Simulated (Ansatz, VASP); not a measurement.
**La in VASP and in Ansatz**

```
CELL_PARAMETERS angstrom
3.79935 0.00000 0.00000
-1.89967 3.29033 0.00000
0.00000 0.00000 6.14988
ATOMIC_POSITIONS crystal
La 0.66667 0.33333 0.75000
La 0.33333 0.66667 0.25000
```

Alike in both runs: task single point; functional r2SCAN; k mesh 8 × 8 × 5; occupations fermi-dirac, width 0.05 eV; no spin polarisation.

```csv
,VASP,Ansatz
version,VASP 6.6.1,Ansatz 0.2.0
potentials or method,"VASP PAW PBE potentials, release 64 (La)",Ansatz PAW
plane-wave cutoff (eV),520,500
valence electrons in the cell,22,22
```

Ansatz gave:

| Item | Value |
| --- | --- |
| gap on the k mesh at the Fermi level (eV) | none |
| pressure (GPa) | -0.1 |
| traceless stress, the component that is largest in VASP (GPa) | -0.66 |

Problem. Which values does VASP return?

Solution. gap on the k mesh at the Fermi level (eV): none; pressure (GPa): -0.1; traceless stress, the component that is largest in VASP (GPa): -0.67.

VASP's potentials were made for PBE, not for r2SCAN. A gap of «none» marks a metal or a gap that the smearing closes.

Neither program's run includes spin-orbit coupling. Noted on Ansatz's run: the magnetic or orbital state may not be the lowest.
